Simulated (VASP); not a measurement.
# MgCd2TeSe2 (P4mm) in VASP: single point with PBE

Aim: the single point of MgCd2TeSe2 with PBE.

Everything below comes from runs of VASP 6.6.1. Logs are shortened: lines on timing, memory, paths and dates and some standing lists are left out, and cuts for length are marked.

### 1 The cell of the first run

The structure is tetragonal, space group P4mm (No. 99). The conventional cell has a = 4.264 Å, b = 4.264 Å, c = 7.520 Å, α = 90.00°, β = 90.00°, γ = 90.00°. Mg (site symmetry 4mm) has 6 Cd at 3.33 to 3.91 Å and 4 Se at 3.42 Å and 4 Te at 3.64 Å and 4 Mg at 4.26 Å within 4.4 Å. Cd (site symmetry 4mm) has 4 Se at 2.46 Å within 3.3 Å. Cd (site symmetry 4mm) has 4 Se at 2.47 Å within 3.3 Å. Te (site symmetry 4mm) has 6 Cd at 3.40 to 4.06 Å and 4 Se at 3.53 Å and 4 Mg at 3.64 Å and 4 Te at 4.26 Å within 4.5 Å. Se (site symmetry 2mm) has 4 Cd at 2.46 to 2.47 Å and 4 Se at 3.02 Å within 3.3 Å.

### 2 Single point, PBE

Contents of INCAR:

```
SYSTEM = MgCd2TeSe2
ALGO = Normal
EDIFF = 1E-6
ENCUT = 520
GGA = PE
ISIF = 2
ISMEAR = 0
LASPH = .True.
LCHARG = .False.
LREAL = .False.
LWAVE = .False.
NBANDS = 31
NELM = 100
PREC = Accurate
SIGMA = 0.1
```

Contents of KPOINTS:

```
k-points
0
Gamma
  4 4 2
  0 0 0
```

Contents of POSCAR:

```
MgCd2TeSe2
1.0
    4.2644843900      0.0000000000      0.0000000000
    0.0000000000      4.2644843900      0.0000000000
    0.0000000000      0.0000000000      7.5195109600
Mg Cd Te Se
1 2 1 2
Direct
    0.0000000000      0.0000000000      0.6413859700
    0.0000000000      0.0000000000      0.1619940000
    0.5000000000      0.5000000000      0.8304820100
    0.5000000000      0.5000000000      0.3709520100
    0.5000000000      0.0000000000      0.9975929900
    0.0000000000      0.5000000000      0.9975929900
```

Potentials or basis: VASP PAW PBE potentials, release 64 (Mg, Cd, Te, Se).

Command:

```sh
> cat potpaw_PBE.64/Mg/POTCAR potpaw_PBE.64/Cd/POTCAR potpaw_PBE.64/Te/POTCAR potpaw_PBE.64/Se/POTCAR > POTCAR
> mpirun -np 1 vasp_std > vasp.out
```

OUTCAR:

```text
SYSTEM = MgCd2TeSe2
   EDIFF = 1E-6
   ENCUT = 520
   GGA = PE
   ISIF = 2
   ISMEAR = 0
   LASPH = .True.
   LREAL = .False.
   NELM = 100
   PREC = Accurate

 ion  position               nearest neighbor table
   1  0.000  0.000  0.641-   3 3.33   3 3.33   3 3.33   3 3.33   2 3.60   4 3.64   4 3.64   4 3.64
                             4 3.64
   2  0.000  0.000  0.162-   5 2.46   6 2.46   6 2.46   5 2.46   4 3.40   4 3.40   4 3.40   4 3.40
                             1 3.60
   3  0.500  0.500  0.830-   5 2.47   6 2.47   5 2.47   6 2.47   1 3.33   1 3.33   1 3.33   1 3.33
                             4 3.46
   4  0.500  0.500  0.371-   2 3.40   2 3.40   2 3.40   2 3.40   3 3.46   1 3.64   1 3.64   1 3.64
                             1 3.64
   5  0.500  0.000  0.998-   2 2.46   2 2.46   3 2.47   3 2.47
   6  0.000  0.500  0.998-   2 2.46   2 2.46   3 2.47   3 2.47

  LATTYP: Found a simple tetragonal cell.
 ALAT       =     4.2644843900
 C/A-ratio  =     1.7632872517

  Lattice vectors:

 A1 = (   4.2644843900,   0.0000000000,   0.0000000000)
 A2 = (   0.0000000000,   4.2644843900,   0.0000000000)
 A3 = (   0.0000000000,   0.0000000000,   7.5195109600)

Analysis of symmetry for initial positions (statically):
=====================================================================
 Subroutine PRICEL returns:
 Original cell was already a primitive cell.

 Routine SETGRP: Setting up the symmetry group for a
 simple tetragonal supercell.

 Subroutine GETGRP returns: Found  8 space group operations
 (whereof  8 operations were pure point group operations)
 out of a pool of 16 trial point group operations.

The static configuration has the point symmetry C_4v.

Analysis of symmetry for dynamics (positions and initial velocities):
=====================================================================
 Subroutine PRICEL returns:
 Original cell was already a primitive cell.

 Routine SETGRP: Setting up the symmetry group for a
 simple tetragonal supercell.

 Subroutine GETGRP returns: Found  8 space group operations
 (whereof  8 operations were pure point group operations)
 out of a pool of 16 trial point group operations.

The dynamic configuration has the point symmetry C_4v.

 Subroutine INISYM returns: Found  8 space group operations
 (whereof  8 operations are pure point group operations),
 and found     1 'primitive' translations

[... 89 lines left out ...]
   EDIFF  = 0.1E-05   stopping-criterion for ELM
   LREAL  =      F    real-space projection
   EDIFFG = 0.1E-04   stopping-criterion for IOM
   NSW    =      0    number of steps for IOM
   IBRION =     -1    ionic relax: 0-MD 1-quasi-New 2-CG
   NFREE  =      0    steps in history (QN), initial steepest desc. (CG)
   ISIF   =      2    stress and relaxation
   ISYM   =      2    0-nonsym 1-usesym 2-fastsym
   POTIM  = 0.5000    time-step for ionic-motion
   TEBEG  =    0.0;   TEEND  =   0.0 temperature during run
   PSTRESS=    0.0 pullay stress
   NELECT =      44.0000    total number of electrons
   NUPDOWN=      -1.0000    fix difference up-down
   EMIN   =  10.00;   EMAX   =-10.00  energy-range for DOS
   EFERMI =   0.00;   METHOD = LEGACY
   ISMEAR =     0;   SIGMA  =   0.10  broadening in eV -4-tet -1-fermi 0-gaus
   EFERMI_NEDOS =   21; number of points for ismear=-14 and -15
   IALGO  =     38    algorithm
   IMIX   =      4    mixing-type and parameters
     AMIX     =   0.40;   BMIX     =  1.00
     AMIX_MAG =   1.60;   BMIX_MAG =  1.00
  volume/ion in A,a.u.               =      22.79       153.80
  Fermi-wavevector in a.u.,A,eV,Ry     =   1.121807  2.119908 17.122267  1.258451
  Thomas-Fermi vector in A             =   2.258463
   LORBIT       =      0    0 simple, 1 ext, 2 COOP (PROOUT), +10 PAW based schemes
   GGA     = PE    functional components
   LHFCALC =     F    Hartree Fock is set to
   AEXX    =    0.0000 exact exchange contribution
   IVDW    =     0    specifies the selected vdW correction
   LEPSILON=     F    determine dielectric tensor
   LRPA    =     F    only Hartree local field effects (RPA)
 non-spin polarized calculation
 Gauss-broadening in eV      SIGMA  =   0.10
  energy-cutoff  :      520.00
  volume of cell :      136.75
 maximum number of plane-waves:      3712
 NGX is ok and might be reduce to    32
   NGX = 15   NGY = 15   NGZ = 27

 number of electron      43.9999993 magnetization

 Free energy of the ion-electron system (eV)
  ---------------------------------------------------
  ext. energy  EPLUGINS =         0.00000000
  ---------------------------------------------------
  free energy    TOTEN  =        -9.76266302 eV

  energy without entropy =       -9.74569833  energy(sigma->0) =       -9.75418068

 E-fermi :   4.9070     XC(G=0):  -9.9892

 val. band max:        4.8689288697   @ k =   0.5000   0.2500   0.5000
 cond. band min:       4.9524487062   @ k =   0.2500   0.0000   0.0000
 fundamental gap:      0.0835198365
 Fermi energy:         4.9070172649

 k-point     1 :       0.0000    0.0000    0.0000
  band No.  band energies     occupation
      1     -11.2977      2.00000
      2      -8.5709      2.00000
      3      -6.2076      2.00000
      4      -5.3659      2.00000
      5      -5.3659      2.00000
      6      -5.1442      2.00000
[... 397 lines left out ...]
     30      12.8439      0.00000
     31      13.5019      0.00000

------------------------ aborting loop because EDIFF is reached ----------------------------------------

  FORCE on cell =-STRESS in cart. coord.  units (eV):
  Direction    XX          YY          ZZ          XY          YZ          ZX
  --------------------------------------------------------------------------------------
  -------------------------------------------------------------------------------------
  Total       23.5558431     23.5558431      6.6156077      0.0000000      0.0000000      0.0000000
  in kB      275.9857007    275.9857007     77.5099886      0.0000000      0.0000000      0.0000000
  external PRESSURE =     209.8271300 kB  Pullay stress =       0.0000000 kB

 VOLUME and BASIS-vectors are now :
 -----------------------------------------------------------------------------
  energy-cutoff  :      520.00
  volume of cell :      136.75
      direct lattice vectors                 reciprocal lattice vectors
     4.264484390  0.000000000  0.000000000     0.234494937  0.000000000  0.000000000
     0.000000000  4.264484390  0.000000000     0.000000000  0.234494937  0.000000000
     0.000000000  0.000000000  7.519510960     0.000000000  0.000000000  0.132987372

 POSITION                                       TOTAL-FORCE (eV/Angst)
 -----------------------------------------------------------------------------------
      0.00000      0.00000      4.82291         0.000000     -0.000000     -0.825458
      0.00000      0.00000      1.21812         0.000000     -0.000000      4.195699
      2.13224      2.13224      6.24482        -0.000000     -0.000000     -4.192524
      2.13224      2.13224      2.78938         0.000000      0.000000      2.052988
      2.13224      0.00000      7.50141         0.000000     -0.000000     -0.615353
      0.00000      2.13224      7.50141         0.000000      0.000000     -0.615353
 -----------------------------------------------------------------------------------
    total drift:                                0.000000      0.000000     -0.000259

  FREE ENERGIE OF THE ION-ELECTRON SYSTEM (eV)
  ---------------------------------------------------
  free  energy   TOTEN  =        -9.7626630206 eV

  energy  without entropy=       -9.7456983300  energy(sigma->0) =       -9.75418068
```

OSZICAR:

```text
N       E                     dE             d eps       ncg     rms          rms(c)
DAV:   1     0.279937615925E+03    0.27994E+03   -0.20113E+04   744   0.127E+03
DAV:   2     0.634149075970E+01   -0.27360E+03   -0.26106E+03   849   0.298E+02
DAV:   3    -0.107756500513E+02   -0.17117E+02   -0.16850E+02   898   0.709E+01
DAV:   4    -0.109818782813E+02   -0.20623E+00   -0.20606E+00   852   0.727E+00
DAV:   5    -0.109846120287E+02   -0.27337E-02   -0.27331E-02   899   0.774E-01    0.178E+01
DAV:   6    -0.981094377143E+01    0.11737E+01   -0.34883E+00   915   0.156E+01    0.124E+01
DAV:   7    -0.977233217127E+01    0.38612E-01   -0.85465E-01   807   0.592E+00    0.449E+00
DAV:   8    -0.976384773000E+01    0.84844E-02   -0.83015E-02   884   0.329E+00    0.689E-01
DAV:   9    -0.976273599106E+01    0.11117E-02   -0.72872E-03   842   0.448E-01    0.346E-01
DAV:  10    -0.976265848329E+01    0.77508E-04   -0.15946E-03   884   0.246E-01    0.628E-02
DAV:  11    -0.976265786848E+01    0.61481E-06   -0.13269E-04   821   0.102E-01    0.363E-02
DAV:  12    -0.976266097330E+01   -0.31048E-05   -0.13065E-05   885   0.174E-02    0.172E-02
DAV:  13    -0.976266319626E+01   -0.22230E-05   -0.31408E-06   825   0.123E-02    0.371E-03
DAV:  14    -0.976266302062E+01    0.17564E-06   -0.25714E-07   533   0.411E-03
   1 F= -.97626630E+01 E0= -.97541807E+01  d E =-.169647E-01
```

Run time: 40 s. Hardware: 1 thread of Intel Xeon Platinum 8488C (Sapphire Rapids), shared host; peak memory 0.25 GiB.

What came out:

```
Free energy            : -9.7627 eV
Pressure               : 21.0 GPa
Largest force          : 4.196 eV/Å
Band gap on the k mesh : zero (band 22 reaches 5.38 eV, above the bottom of band 23 at 4.55 eV)
```

Forces on the atoms (eV/Å):
```
Mg   0.000  0.000 -0.825
Cd   0.000  0.000  4.196
Cd   0.000  0.000 -4.193
Te   0.000  0.000  2.053
Se   0.000  0.000 -0.615
Se   0.000  0.000 -0.615
```

Stress tensor (GPa, compression positive):
```
27.60  0.00  0.00
 0.00 27.60  0.00
 0.00  0.00  7.75
```

Caveat: the k points lie up to 0.42 Å⁻¹ apart; spin-orbit coupling is left out, which moves the levels of the heavy elements; forces of over 1 eV/Å act on the atoms, so gaps and moduli don't describe the material at rest.
